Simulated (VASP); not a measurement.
Set up this calculation in VASP 6.6.1, as the native input.

```
Task                   : single point
Functional             : PBE
Potentials or basis    : VASP PAW PBE potentials, release 64 (B, P)
Cutoff                 : 520 eV
k mesh                 : 10 × 10 × 10
Occupations            : fermi-dirac, width 0.02 eV
Spin                   : no spin polarisation
Dipole correction      : no
Further INCAR settings : ALGO = Normal; EDIFF = 1e-06; NBANDS = 11
```

The structure of BP lies in POSCAR:

```
BP
1.0
    0.0000000000      2.2456325122      2.2775840145
    2.2456325122      0.0000000000      2.2775840145
    2.2456325122      2.2456325122      0.0000000000
B P
1 1
Direct
    0.0000000000      0.0000000000      0.0000000000
    0.2500000000      0.2500000000      0.2500000000
```

This cell differs from its parent crystal: epitaxial xy strain -1.0%.

The input as run:

INCAR

```
PREC = Accurate
ENCUT = 520
EDIFF = 1E-6
ISMEAR = -1
SIGMA = 0.02
LREAL = False
LASPH = True
NELM = 60
ALGO = Normal
ISIF = 2
LWAVE = False
LCHARG = False
GGA = PE
NBANDS = 11
```

KPOINTS

```
Automatic mesh
0
Gamma
  10 10 10
```

Potentials or basis: VASP PAW PBE potentials, release 64 (B, P).

Run with:

```sh
$ cat potpaw_PBE.64/B/POTCAR potpaw_PBE.64/P/POTCAR > POTCAR
$ mpirun -np 1 vasp_std > vasp.out
```

It gave:

```yaml
Pressure: 3.8 GPa
Band_gap_on_the_k_mesh: 1.11 eV, indirect (least direct gap 3.35 eV)
```

Caveat: the cell differs from its parent crystal (epitaxial xy strain -1.0%).

It took 9.9 s on 1 thread of Intel(R) Xeon(R) Platinum 8488C (Sapphire Rapids), on a shared host, peak memory 0.15 GiB.
